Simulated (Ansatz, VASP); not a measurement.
# Two plane-wave programs on Ba

```
Ba
1.0
    -0.77801    2.78541    2.78541
     2.78541   -0.77801    2.78541
     2.78541    2.78541   -0.77801
Ba
1
Direct
  0.00000 0.00000 0.00000
```

Alike in both runs: task single point; functional PBEsol; k mesh 14 × 14 × 14; occupations gaussian, width 0.15 eV; no spin polarisation.

```csv
,VASP,Ansatz
version,VASP 6.6.1,Ansatz 0.2.0
potentials or method,"VASP PAW PBE potentials, release 64 (Ba_sv), cutoff 520 eV","scalar-relativistic, plane waves, PAW"
valence electrons in the cell,10,10
```

|  | VASP | Ansatz | Ansatz less VASP |
| --- | --- | --- | --- |
| gap on the k mesh at the Fermi level (eV) | none | none | - |
| pressure (GPa) | -0.2 | -0.3 | -0.10 |
| traceless stress, the component that is largest in VASP (GPa) | 0.69 | 0.67 | -0.017 |

VASP's potentials were made for PBE, not for PBEsol. A gap of «none» marks a metal or a gap that the smearing closes.

Spin-orbit coupling is off throughout.
